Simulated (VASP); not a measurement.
Runs of VASP 6.6.1 on NaF. The structure is that of space group Pm-3n (No. 223), or close to it. The cells are those of the table. 

| level | cell | k mesh | smearing | gap on the mesh (eV) | pressure (GPa) |
| --- | --- | --- | --- | --- | --- |
| PBE | a = 6.309 Å, 12 atoms | 2 × 2 × 2 | gaussian 0.1 eV | 5.14 | 0.0 |
| PBE | a = 6.323, b = 6.331, c = 6.310 Å, angles 90.2, 89.9, 89.4°, 12 atoms | 2 × 2 × 2 | gaussian 0.1 eV | 5.12 | (a) |
| r2SCAN | a = 6.309 Å, 12 atoms | 4 × 4 × 4 | gaussian 0.02 eV | 5.83 | -1.6 |
| PBE | a = 6.309 Å, 12 atoms | 4 × 4 × 4 | gaussian 0.1 eV | 5.14 | 0.0 |
| PBE | a = 6.309 Å, 12 atoms | 4 × 4 × 4 | gaussian 0.02 eV | 5.14 | 0.0 |

Alike in all rows: task single point; potentials or basis VASP PAW PBE potentials, release 64 (Na_pv, F); no spin polarisation; cutoff (eV) 520.

Problem. Fill in the values left out.

Solution. (a) -0.2.

Caveats: some runs use coarse meshes; the PAW data sets were made with another functional, which shifts forces and pressure a little (some runs).

A k mesh can miss the band edges.
